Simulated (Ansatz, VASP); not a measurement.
## One calculation of H, two programs

```
CELL_PARAMETERS angstrom
6.86829 0.00000 0.00000
0.00000 6.86829 0.00000
0.00000 0.00000 6.86829
ATOMIC_POSITIONS crystal
H 0.52482 0.52423 0.85827
H 0.62509 0.48129 0.84773
H 0.29846 0.20244 0.14856
H 0.32556 0.20331 0.04166
H 0.17231 0.20724 0.79923
H 0.10789 0.24924 0.72101
H 0.80261 0.84835 0.35995
H 0.78322 0.86208 0.25299
H 0.19792 0.53618 0.90631
H 0.14708 0.54829 0.00192
H 0.29747 0.86464 0.87821
H 0.25170 0.90587 0.78719
H 0.20425 0.30222 0.39882
H 0.14824 0.38969 0.43471
H 0.02018 0.68647 0.55887
H 0.95768 0.65050 0.64172
H 0.23268 0.83653 0.22285
H 0.31265 0.76497 0.24220
H 0.46896 0.99948 0.52670
H 0.45393 0.09488 0.47572
H 0.87109 0.54457 0.21038
H 0.81286 0.45232 0.19950
H 0.76215 0.14660 0.04452
H 0.70976 0.16568 0.13898
```

Alike in both runs: functional PBE; k mesh 1 × 1 × 1; occupations fermi-dirac, width 0.05 eV; no spin polarisation.

Ansatz relaxed the structure, and its values are those at the end. VASP's run is a single point on that final structure, the one shown.

|  | VASP | Ansatz |
| --- | --- | --- |
| version | VASP 6.6.1 | Ansatz 0.2.0 |
| potentials or method | VASP PAW PBE potentials, release 64 (H), cutoff 520 eV | scalar-relativistic, plane waves, PAW |
| valence electrons in the cell | 24 | 24 |

Ansatz gave:

* rms of the force components (eV/Å): 0.089

Problem. Which values does VASP return?

Solution. rms of the force components (eV/Å): 0.094.
